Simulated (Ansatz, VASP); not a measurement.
SnSe: VASP beside Ansatz

```xyz
2
Lattice="3.6800 0.0000 0.0000 0.0000 3.6800 0.0000 0.0000 0.0000 3.6800" Properties=species:S:1:pos:R:3 pbc="T T T"
Sn    0.0000    0.0000    0.0000
Se    1.8400    1.8400    1.8400
```

Alike in both runs: functional PBE; k mesh 14 × 14 × 14; occupations fermi-dirac, width 0.1 eV; no spin polarisation.

Ansatz relaxed the structure, and its values are those at the end. VASP's run is a single point on that final structure, the one shown.

|  | VASP | Ansatz |
| --- | --- | --- |
| version | VASP 6.6.1 | Ansatz 0.2.0 |
| potentials or method | VASP PAW PBE potentials, release 64 (Sn_d, Se) | PAW with Ansatz's default frozen-core files, scalar-relativistic |
| plane-wave cutoff (eV) | 520 | 420 |
| valence electrons in the cell | 20 | 30 |

|  | VASP | Ansatz | Ansatz less VASP |
| --- | --- | --- | --- |
| pressure (GPa) | 0.0 | 0.0 | 0.00 |

VASP's potentials hold 20 valence electrons a cell and Ansatz's 30, so a difference there can come from the potentials and not from the codes.
